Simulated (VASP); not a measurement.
# Sb (Pm-3m) in VASP: a series of runs

Sb is run at these levels: r2SCAN; tasks: single point.

All numbers are computed with VASP 6.6.1; they aren't measurements. Logs are shortened: lines on timing, memory, paths and dates and some standing lists are left out, and cuts for length are marked.

**1. The cell of the first run**

It takes space group Pm-3m (No. 221, cubic). Conventional cell: a = 3.242 Å, b = 3.242 Å, c = 3.242 Å, α = 90.00°, β = 90.00°, γ = 90.00°. Sb (site symmetry m-3m) has 6 Sb at 3.24 Å within 4.3 Å.

**2. Single point, r2SCAN**

The input, POSCAR:

```
Sb
1.0
    3.2421143949      0.0000000000      0.0000000000
    0.0000000000      3.2421143949      0.0000000000
    0.0000000000      0.0000000000      3.2421143949
Sb
1
Direct
    0.0000000000      0.0000000000      0.0000000000
```

The input, INCAR.step1:

```
  PREC = Accurate
  ENCUT = 520
  ISMEAR = -1
  SIGMA = 0.05
  LREAL = F
  LASPH = T
  NELM = 80
  NBANDS = 8
  GGA = PE
  ALGO = Normal
  EDIFF = 1E-4
  LWAVE = T
  LCHARG = F
```

The input, INCAR.step2:

```
  PREC = Accurate
  ENCUT = 520
  EDIFF = 1E-7
  ISMEAR = -1
  SIGMA = 0.05
  LREAL = F
  LASPH = T
  NELM = 80
  ALGO = Normal
  ISIF = 2
  LWAVE = F
  LCHARG = F
  METAGGA = R2SCAN
  LMIXTAU = T
  NBANDS = 8
  ISTART = 1
```

The input, KPOINTS:

```
regular mesh
0
Gamma
  9 9 9
```

Potentials or basis: VASP PAW PBE potentials, release 64 (Sb).

Run with:

```sh
cat potpaw_PBE.64/Sb/POTCAR > POTCAR
cp INCAR.step1 INCAR
mpirun -np 1 vasp_std > vasp.out
cp INCAR.step2 INCAR
mpirun -np 1 vasp_std > vasp.out
```

OUTCAR:

```text
PREC = Accurate
   ENCUT = 520
   EDIFF = 1E-7
   ISMEAR = -1
   LREAL = F
   LASPH = T
   NELM = 80
   ISIF = 2
   METAGGA = R2SCAN
   ISTART = 1

 ion  position               nearest neighbor table
   1  0.000  0.000  0.000-

  LATTYP: Found a simple cubic cell.
 ALAT       =     3.2421143949

  Lattice vectors:

 A1 = (   3.2421143949,   0.0000000000,   0.0000000000)
 A2 = (   0.0000000000,   3.2421143949,   0.0000000000)
 A3 = (   0.0000000000,   0.0000000000,   3.2421143949)

Analysis of symmetry for initial positions (statically):
=====================================================================
 Subroutine PRICEL returns:
 Original cell was already a primitive cell.

 Routine SETGRP: Setting up the symmetry group for a
 simple cubic supercell.

 Subroutine GETGRP returns: Found 48 space group operations
 (whereof 48 operations were pure point group operations)
 out of a pool of 48 trial point group operations.

The static configuration has the point symmetry O_h .

Analysis of symmetry for dynamics (positions and initial velocities):
=====================================================================
 Subroutine PRICEL returns:
 Original cell was already a primitive cell.

 Routine SETGRP: Setting up the symmetry group for a
 simple cubic supercell.

 Subroutine GETGRP returns: Found 48 space group operations
 (whereof 48 operations were pure point group operations)
 out of a pool of 48 trial point group operations.

The dynamic configuration has the point symmetry O_h .

 Subroutine INISYM returns: Found 48 space group operations
 (whereof 48 operations are pure point group operations),
 and found     1 'primitive' translations

----------------------------------------------------------------------------------------

                                     Primitive cell

  volume of cell :      34.0789

  direct lattice vectors                    reciprocal lattice vectors
     3.242114395  0.000000000  0.000000000     0.308440690  0.000000000  0.000000000
     0.000000000  3.242114395  0.000000000     0.000000000  0.308440690  0.000000000
     0.000000000  0.000000000  3.242114395     0.000000000  0.000000000  0.308440690

  length of vectors
     3.242114395  3.242114395  3.242114395     0.308440690  0.308440690  0.308440690

  position of ions in fractional coordinates (direct lattice)
     0.000000000  0.000000000  0.000000000

  ion indices of the primitive-cell ions
   primitive index   ion index
                 1           1

----------------------------------------------------------------------------------------

 KPOINTS: regular mesh

Automatic generation of k-mesh.
 Grid dimensions read from file:
 generate k-points for:    9    9    9

 Generating k-lattice:

  Cartesian coordinates                     Fractional coordinates (reciprocal lattice)
     0.034271188  0.000000000  0.000000000     0.111111111  0.000000000  0.000000000
     0.000000000  0.034271188  0.000000000     0.000000000  0.111111111  0.000000000
     0.000000000  0.000000000  0.034271188     0.000000000  0.000000000  0.111111111

  Length of vectors
     0.034271188  0.034271188  0.034271188

  Shift w.r.t. Gamma in fractional coordinates (k-lattice)
     0.000000000  0.000000000  0.000000000

 Subroutine IBZKPT returns following result:
 ===========================================

 Found     35 irreducible k-points:

 Following reciprocal coordinates:
            Coordinates               Weight
  0.000000  0.000000  0.000000      1.000000
  0.111111  0.000000  0.000000      6.000000
  0.222222  0.000000  0.000000      6.000000
  0.333333  0.000000  0.000000      6.000000
  0.444444  0.000000  0.000000      6.000000
  0.111111  0.111111  0.000000     12.000000
[... 16 lines left out ...]
  0.333333  0.333333  0.111111     24.000000
  0.444444  0.333333  0.111111     48.000000
 [... further k-points ...]
   k-points           NKPTS =     35   k-points in BZ     NKDIM =     35   number of bands    NBANDS=      8
   number of dos      NEDOS =    301   number of ions     NIONS =      1
   total plane-waves  NPLWV =  13824
   dimension x,y,z NGX =    24 NGY =   24 NGZ =   24
   dimension x,y,z NGXF=    48 NGYF=   48 NGZF=   48
   ions per type =               1
   NGX,Y,Z   is equivalent  to a cutoff of  12.31, 12.31, 12.31 a.u.
   NGXF,Y,Z  is equivalent  to a cutoff of  24.61, 24.61, 24.61 a.u.
 SYSTEM =  unknown system
   PREC   = accura    normal or accurate (medium, high low for compatibility)
   ISTART =      1    job   : 0-new  1-cont  2-samecut
   ICHARG =      0    charge: 1-file 2-atom 10-const
   ISPIN  =      1    spin polarized calculation?
   LNONCOLLINEAR =      F non collinear calculations
   LSORBIT =      F    spin-orbit coupling
   LASPH  =      T    aspherical Exc in radial PAW
   ENCUT  =  520.0 eV  38.22 Ry    6.18 a.u.   6.03  6.03  6.03*2*pi/ulx,y,z
   NELM   =     80;   NELMIN=  2; NELMDL=  0     # of ELM steps
   EDIFF  = 0.1E-06   stopping-criterion for ELM
   LREAL  =      F    real-space projection
   EDIFFG = 0.1E-05   stopping-criterion for IOM
   NSW    =      0    number of steps for IOM
   IBRION =     -1    ionic relax: 0-MD 1-quasi-New 2-CG
   NFREE  =      0    steps in history (QN), initial steepest desc. (CG)
   ISIF   =      2    stress and relaxation
   ISYM   =      2    0-nonsym 1-usesym 2-fastsym
   POTIM  = 0.5000    time-step for ionic-motion
   TEBEG  =    0.0;   TEEND  =   0.0 temperature during run
   PSTRESS=    0.0 pullay stress
   NELECT =       5.0000    total number of electrons
   NUPDOWN=      -1.0000    fix difference up-down
   EMIN   =  10.00;   EMAX   =-10.00  energy-range for DOS
   EFERMI =   0.00;   METHOD = LEGACY
   ISMEAR =    -1;   SIGMA  =   0.05  broadening in eV -4-tet -1-fermi 0-gaus
   EFERMI_NEDOS =   21; number of points for ismear=-14 and -15
   IALGO  =     38    algorithm
   IMIX   =      4    mixing-type and parameters
     AMIX     =   0.40;   BMIX     =  1.00
     AMIX_MAG =   1.60;   BMIX_MAG =  1.00
  volume/ion in A,a.u.               =      34.08       229.98
  Fermi-wavevector in a.u.,A,eV,Ry     =   0.863449  1.631681 10.143735  0.745544
  Thomas-Fermi vector in A             =   1.981400
   LORBIT       =      0    0 simple, 1 ext, 2 COOP (PROOUT), +10 PAW based schemes
   METAGGA = R2SCAN    functional components
   LHFCALC =     F    Hartree Fock is set to
   AEXX    =    0.0000 exact exchange contribution
   IVDW    =     0    specifies the selected vdW correction
   LEPSILON=     F    determine dielectric tensor
   LRPA    =     F    only Hartree local field effects (RPA)
 non-spin polarized calculation
  energy-cutoff  :      520.00
  volume of cell :       34.08
 maximum number of plane-waves:       931
   NGX = 13   NGY = 13   NGZ = 13

 number of electron       4.9999999 magnetization

 Free energy of the ion-electron system (eV)
  ---------------------------------------------------
  ext. energy  EPLUGINS =         0.00000000
  ---------------------------------------------------
  free energy    TOTEN  =       -25.52973854 eV

  energy without entropy =      -25.52505996  energy(sigma->0) =      -25.52739925

 E-fermi :   5.5173     XC(G=0):  -9.5293

 val. band max:        5.4219370133   @ k =   0.4444   0.3333   0.3333
 cond. band min:       5.5865192812   @ k =   0.3333   0.2222   0.0000
 fundamental gap:      0.1645822679
 Fermi energy:         5.5173368245

 k-point     1 :       0.0000    0.0000    0.0000
  band No.  band energies     occupation
      1      -6.5314      2.00000
      2       8.5428      0.00000
      3       8.5428      0.00000
      4       8.5428      0.00000
      5      12.6062      0.00000
      6      12.6062      0.00000
      7      13.7474      0.00000
      8      23.1339      0.00000

 k-point     2 :       0.1111    0.0000    0.0000
  band No.  band energies     occupation
      1      -6.3683      2.00000
      2       6.8699      0.00000
      3       8.6971      0.00000
      4       8.6971      0.00000
      5      12.7430      0.00000
      6      13.3789      0.00000
      7      15.0543      0.00000
      8      21.7843      0.00000

 k-point     3 :       0.2222    0.0000    0.0000
  band No.  band energies     occupation
      1      -5.8963      2.00000
      2       4.3356      2.00000
      3       9.1267      0.00000
      4       9.1267      0.00000
      5      13.1424      0.00000
      6      13.9478      0.00000
      7      18.1127      0.00000
      8      19.8672      0.00000

 k-point     4 :       0.3333    0.0000    0.0000
  band No.  band energies     occupation
      1      -5.1961      2.00000
      2       2.1282      2.00000
      3       9.7103      0.00000
      4       9.7103      0.00000
      5      13.7501      0.00000
      6      14.7535      0.00000
      7      18.2149      0.00000
      8      18.2149      0.00000

 k-point     5 :       0.4444    0.0000    0.0000
  band No.  band energies     occupation
      1      -4.5466      2.00000
      2       0.7012      2.00000
      3      10.1792      0.00000
      4      10.1792      0.00000
      5      14.3488      0.00000
      6      15.8698      0.00000
      7      17.1966      0.00000
      8      17.1966      0.00000
[... 177 lines left out ...]
 k-point    22 :       0.4444    0.2222    0.1111
  band No.  band energies     occupation
      1      -3.7289      2.00000
      2       1.4375      2.00000
      3       6.2708      0.00000
      4       9.2611      0.00000
      5      12.0396      0.00000
      6      15.0558      0.00000
      7      17.4170      0.00000
      8      19.2969      0.00000

 k-point    23 :       0.3333    0.3333    0.1111
  band No.  band energies     occupation
      1      -3.6726      2.00000
      2       3.3341      2.00000
      3       3.6749      2.00000
      4       9.3313      0.00000
      5      11.3204      0.00000
      6      16.3551      0.00000
      7      17.0577      0.00000
      8      18.0067      0.00000

 k-point    24 :       0.4444    0.3333    0.1111
  band No.  band energies     occupation
      1      -2.9978      2.00000
      2       2.0408      2.00000
      3       4.0425      2.00000
      4       9.8500      0.00000
      5      10.1219      0.00000
      6      15.7014      0.00000
      7      17.2990      0.00000
      8      18.5962      0.00000

 [... further k-points ...]
[... 5 lines left out ...]
  --------------------------------------------------------------------------------------
  -------------------------------------------------------------------------------------
  Total       -1.3548073     -1.3548073     -1.3548073     -0.0000000      0.0000000     -0.0000000
  in kB      -63.6946727    -63.6946727    -63.6946727     -0.0000000      0.0000000     -0.0000000
  external PRESSURE =     -63.6946727 kB  Pullay stress =       0.0000000 kB

 VOLUME and BASIS-vectors are now :
 -----------------------------------------------------------------------------
  energy-cutoff  :      520.00
  volume of cell :       34.08
      direct lattice vectors                 reciprocal lattice vectors
     3.242114395  0.000000000  0.000000000     0.308440690  0.000000000  0.000000000
     0.000000000  3.242114395  0.000000000     0.000000000  0.308440690  0.000000000
     0.000000000  0.000000000  3.242114395     0.000000000  0.000000000  0.308440690

 POSITION                                       TOTAL-FORCE (eV/Angst)
 -----------------------------------------------------------------------------------
      0.00000      0.00000      0.00000         0.000000      0.000000      0.000000
 -----------------------------------------------------------------------------------
    total drift:                               -0.000000      0.000000      0.000000

  FREE ENERGIE OF THE ION-ELECTRON SYSTEM (eV)
  ---------------------------------------------------
  free  energy   TOTEN  =       -25.5297385404 eV

  energy  without entropy=      -25.5250599646  energy(sigma->0) =      -25.52739925
```

Run time: 13 s. Hardware: 1 thread of Intel Xeon Platinum 8488C (Sapphire Rapids), shared host; peak memory 0.14 GiB.

What came out:

```yaml
Free_energy: -25.5297 eV
Pressure: -6.4 GPa
```

Levels at points of the mesh, in eV from the Fermi level:
| k point | band 1 | band 2 | band 3 | band 4 | band 5 | band 6 | band 7 |
| --- | --- | --- | --- | --- | --- | --- | --- |
| (0.00, 0.00, 0.00) | -12.05 | 3.03 | 3.03 | 3.03 | 7.09 | 7.09 | 8.23 |

Caveat: the PAW data sets were made with another functional, which shifts forces and pressure a little; spin-orbit coupling is left out, which moves the levels of the heavy elements.

[end of part 1 of 2]
